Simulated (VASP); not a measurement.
A run of VASP 6.6.1:

The input INCAR:

```
SYSTEM = Si6W
ALGO = Normal ; DIPOL = 0.5 0.5 0.485
EDIFF = 1E-6 ; ENCUT = 520
GGA = PS ; IDIPOL = 3
ISIF = 2 ; ISMEAR = 0
ISPIN = 2 ; LASPH = .True.
LCHARG = .True. ; LDIPOL = .True.
LELF = .True. ; LMAXMIX = 4
LORBIT = 11 ; LREAL = .False.
LVACPOTAV = .True. ; LVHAR = .True.
LWAVE = .False. ; MAGMOM = 0 0 0 0 0 0 4
NBANDS = 32 ; NELM = 150
PREC = Accurate ; SIGMA = 0.05
```

File KPOINTS:

```
k-points
0
Gamma
  9 9 1
  0 0 0
```

File POSCAR:

```
Si6W
1.0
    3.8248883545      0.0000000000      0.0000000000
   -1.9124441773      3.3124504817      0.0000000000
    0.0000000000      0.0000000000     26.1211317213
Si W
6 1
Direct
    0.6666666667      0.3333333333      0.3254070340
    0.3333333333      0.6666666667      0.3559122531
    0.3333333333      0.6666666667      0.4464642100
    0.6666666667      0.3333333333      0.4756407863
    0.6666666667      0.3333333333      0.5672640819
    0.3333333333      0.6666666667      0.5929366410
    1.0000000000      1.0000000000      0.6301644800
```

Potentials or basis: VASP PAW PBE potentials, release 64 (Si, W_sv).

Command:

```sh
$ cat potpaw_PBE.64/Si/POTCAR potpaw_PBE.64/W_sv/POTCAR > POTCAR
$ mpirun -np 1 vasp_std > vasp.out
```

Hardware: 1 thread of Oxide Virtual Turin-like Processor, with other jobs on the host.

**Question.** Estimate the wall time of this run.

**Answer.** It took 19 min on 1 thread of Oxide Virtual Turin-like Processor, with other jobs on the host, peak memory 0.59 GiB. Counts: scf iterations 46, k points 12.
